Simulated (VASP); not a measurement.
MgO:

```
Mg O
1.0
     3.28559    0.00000    0.00000
    -1.64279    2.84540    0.00000
     0.00000    0.00000    4.94944
Mg O
2 2
Direct
  0.66667 0.33333 0.50216
  0.33333 0.66667 0.00216
  0.66667 0.33333 0.90244
  0.33333 0.66667 0.40244
```

Base run:

* Program: VASP 6.6.1
* Functional: PBEsol
* Potentials or basis: VASP PAW PBE potentials, release 64 (Mg, O)
* Cutoff: 520 eV
* k mesh: 9 × 9 × 6
* Occupations: fermi-dirac, width 0.05 eV
* Spin: no spin polarisation

Its results: band gap on the k mesh 3.45 eV, direct; pressure 2.7 GPa; largest force 0.011 eV/Å.

Question: The run is repeated on the same cell with these changes: functional from PBEsol to LDA; potentials or basis from VASP PAW PBE potentials, release 64 (Mg, O) to VASP PAW LDA potentials, release 64 (Mg, O). What comes out?

Answer: Band gap on the k mesh 3.47 eV, direct; pressure -3.0 GPa; largest force 0.027 eV/Å.

Caveats: the PAW data sets were made with another functional, which shifts forces and pressure a little (some runs).

A k mesh can miss the band edges.
